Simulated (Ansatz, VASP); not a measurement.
TiC in VASP and in Ansatz

Contents of INCAR:

```
PREC = Accurate
ENCUT = 520
EDIFF = 1E-7
ISMEAR = 0
SIGMA = 0.15
LREAL = False
LASPH = True
NELM = 100
ALGO = Normal
ISIF = 2
LWAVE = False
LCHARG = False
NBANDS = 15
```

File KPOINTS:

```
Automatic mesh
0
Gamma
  20 20 20
```

The input POSCAR:

```
TiC
1.0
    0.0000000000      2.0364019665      2.4436823598
    2.0364019665      0.0000000000      2.4436823598
    2.0364019665      2.0364019665      0.0000000000
Ti C
1 1
Direct
    0.0000000000      0.0000000000      0.0000000000
    0.5000000000      0.5000000000      0.5000000000
```

Input for Ansatz:

```yaml
crystal:
  lattice:
    - [0.0, 2.0364019665, 2.4436823598]
    - [2.0364019665, 0.0, 2.4436823598]
    - [2.0364019665, 2.0364019665, 0.0]
  atoms:
    - { symbol: Ti, position: [0.0, 0.0, 0.0] }
    - { symbol: C, position: [0.5, 0.5, 0.5] }
basis:
  ecutwfc: 420
kpoints:
  mp_grid: { grid: [20, 20, 20] }
hamiltonian:
  xc: lda
scf:
  occupations: { method: gaussian, width: 0.15 }
output:
  forces: true
  stress: true
  eigenvalues: true
```

Alike in both runs: task single point; functional LDA; k mesh 20 × 20 × 20; occupations gaussian, width 0.15 eV; no spin polarisation.

|  | VASP | Ansatz |
| --- | --- | --- |
| version | VASP 6.6.1 | Ansatz 0.2.0 |
| potentials or method | VASP PAW LDA potentials, release 64 (Ti_sv, C), cutoff 520 eV | scalar-relativistic, plane waves, PAW |
| valence electrons in the cell | 16 | 16 |

```csv
,VASP,Ansatz,Ansatz less VASP
gap on the k mesh at the Fermi level (eV),none,none,-
pressure (GPa),3.8,3.2,-0.60
"traceless stress, the component that is largest in VASP (GPa)",-39.59,-39.07,+0.518
```

LDA's correlation is that of Perdew and Zunger in VASP and of Perdew and Wang (1992) in Ansatz. A gap of «none» marks a metal or a gap that the smearing closes.
